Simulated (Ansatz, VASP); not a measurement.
**Two plane-wave programs on NaF**

File INCAR:

```
SYSTEM = NaF
PREC     = Accurate       ! precision mode
ENCUT    = 600            ! plane-wave cutoff, eV
EDIFF    = 1E-6           ! SCF threshold, eV
ISMEAR   = 0              ! smearing method
SIGMA    = 0.05           ! smearing width, eV
LREAL    = .False.        ! projectors in reciprocal space
LASPH    = .True.         ! aspherical terms in the spheres
NELM     = 120            ! most SCF steps
ALGO     = Normal         ! electronic algorithm
ISIF     = 2              ! what is computed and relaxed
LWAVE    = .False.        ! write WAVECAR
LCHARG   = .True.         ! write CHGCAR
GGA      = PE             ! functional
LELF     = .True.         ! ELF
LVHAR    = .True.       
NBANDS   = 14             ! bands
GGA_COMPAT= .False.
```

The input KPOINTS:

```
regular mesh
0
Gamma
  8 8 8
  0 0 0
```

Contents of POSCAR:

```
NaF
1.0
    0.0000000000      2.3233000000      2.3233000000
    2.3233000000      0.0000000000      2.3233000000
    2.3233000000      2.3233000000      0.0000000000
Na F
1 1
Direct
    0.0031063050      0.0031063050      0.0031063050
    0.5000000000      0.5000000000      0.5000000000
```

Input for Ansatz:

```yaml
crystal:
  lattice:
    - [0.0, 2.3233, 2.3233]
    - [2.3233, 0.0, 2.3233]
    - [2.3233, 2.3233, 0.0]
  atoms:
    - { symbol: Na, position: [0.003106305, 0.003106305, 0.003106305] }
    - { symbol: F, position: [0.5, 0.5, 0.5] }
basis:
  ecutwfc: 420
kpoints:
  mp_grid: { grid: [8, 8, 8] }
hamiltonian:
  xc: pbe
scf:
  occupations: { method: gaussian, width: 0.05 }
output:
  forces: true
  stress: true
  eigenvalues: true
  write_density: true
  write_potential: true
  elf: true
  volumetric_format: npy
```

Change from the starting cell: all Na atoms moved +0.025 Å, as atom 1 along Cartesian [1 1 1].

Alike in both runs: task single point; functional PBE; k mesh 8 × 8 × 8; occupations gaussian, width 0.05 eV; no spin polarisation.

|  | VASP | Ansatz |
| --- | --- | --- |
| version | VASP 6.6.1 | Ansatz 0.2.0 |
| potentials or method | VASP PAW PBE potentials, release 64 (Na_pv, F), cutoff 600 eV | scalar-relativistic, plane waves, PAW |
| valence electrons in the cell | 14 | 16 |

Ansatz gave:

| Property | Result |
| --- | --- |
| gap on the k mesh at the Fermi level (eV) | 6.27 |
| least direct gap on the mesh (eV) | 6.27 |
| pressure (GPa) | 1.7 |
| rms of the force components (eV/Å) | 0.033 |

Which values does VASP return?

gap on the k mesh at the Fermi level (eV): 6.26; least direct gap on the mesh (eV): 6.26; pressure (GPa): 1.5; rms of the force components (eV/Å): 0.034.

Atom by atom the forces differ by 0.001 eV/Å (rms over components). VASP's potentials hold 14 valence electrons a cell and Ansatz's 16, so a difference there can come from the potentials and not from the codes.
